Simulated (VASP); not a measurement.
A run of VASP 6.6.1:

File POSCAR:

```
HgTe
1.0
    0.0000000000      3.2891972858      3.2891972858
    3.2891972858      0.0000000000      3.2891972858
    3.2891972858      3.2891972858      0.0000000000
Hg Te
1 1
Direct
    0.0000000000      0.0000000000      0.0000000000
    0.2500000000      0.2500000000      0.2500000000
```

File INCAR.step1:

```
ALGO = Normal
EDIFF = 1E-4
ENCUT = 520
GGA = PE
ISMEAR = -1
LASPH = T
LCHARG = F
LREAL = F
LWAVE = T
NBANDS = 16
NELM = 100
PREC = Accurate
SIGMA = 0.02
```

INCAR.step2

```
ALGO = Normal
EDIFF = 1E-6
ENCUT = 520
ISIF = 2
ISMEAR = -1
ISTART = 1
LASPH = T
LCHARG = F
LMIXTAU = T
LREAL = F
LWAVE = F
METAGGA = R2SCAN
NBANDS = 16
NELM = 100
PREC = Accurate
SIGMA = 0.02
```

KPOINTS

```
k-points
0
Gamma
  6 6 6
```

Potentials or basis: VASP PAW PBE potentials, release 64 (Hg, Te).

Launch:

```sh
$ cat potpaw_PBE.64/Hg/POTCAR potpaw_PBE.64/Te/POTCAR > POTCAR
$ cp INCAR.step1 INCAR
$ mpirun -np 1 vasp_std > vasp.out
$ cp INCAR.step2 INCAR
$ mpirun -np 1 vasp_std > vasp.out
```

Hardware: 1 thread of AMD EPYC 7R43 64-Core Processor (Zen 3), with other jobs on the host.

Q: Estimate the wall time of this run.

A: Run time: 2.6 min on 1 thread of AMD EPYC 7R43 64-Core Processor (Zen 3), on a shared host, peak memory 0.18 GiB. Counts: k points 16.
